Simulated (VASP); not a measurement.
Runs of VASP 6.6.1 on Y. The structure is that of space group I4/mmm (No. 139), or close to it. The cells are those of the table. 

```csv
cell,further INCAR settings,gap on the mesh (eV),pressure (GPa)
"a = 3.914, b = 3.914, c = 3.070 Å, angles 66.9, 66.9, 46.2°, 1 atom",ALGO = Fast; EDIFF = 1e-07; NBANDS = 12,none,1.1
"a = 3.421, b = 3.421, c = 4.057 Å, angles 53.6, 53.6, 72.7°, 1 atom",ALGO = Fast; EDIFF = 1e-06; NBANDS = 12,none,0.6
"a = 3.834, b = 3.834, c = 3.131 Å, angles 65.9, 65.9, 48.2°, 1 atom",ALGO = Fast; EDIFF = 1e-06; NBANDS = 12,none,0.6
"a = 3.472, b = 3.472, c = 3.613 Å, angles 58.6, 58.6, 62.7°, 1 atom",ALGO = Fast; EDIFF = 1e-06; NBANDS = 12,none,0.1
"a = 3.424, b = 3.424, c = 3.818 Å, angles 56.1, 56.1, 67.8°, 1 atom",ALGO = Fast; EDIFF = 1e-07; NBANDS = 12,none,0.4
"a = 3.653, b = 3.653, c = 3.307 Å, angles 63.1, 63.1, 53.8°, 1 atom",ALGO = Fast; EDIFF = 1e-07; NBANDS = 12,none,(a)
"a = 3.443, b = 3.443, c = 3.710 Å, angles 57.4, 57.4, 65.2°, 1 atom",ALGO = Fast; EDIFF = 1e-06; NBANDS = 12,none,0.1
"a = 3.492, b = 3.492, c = 3.562 Å, angles 59.3, 59.3, 61.3°, 1 atom",ALGO = Fast; EDIFF = 1e-06; NBANDS = 12,none,0.1
```

Alike in all rows: task single point; level PBEsol; potentials or basis VASP PAW PBE potentials, release 64 (Y_sv); no spin polarisation; k mesh 18 × 18 × 18; cutoff (eV) 520; smearing gaussian 0.15 eV.

Question: Estimate the missing entries.

Answer: (a) 0.0.

Caveats: the PAW data sets were made with another functional, which shifts forces and pressure a little.

A k mesh can miss the band edges, and the runs leave out spin-orbit coupling on Y.

A gap of «none» marks levels without a gap at the run's occupations.
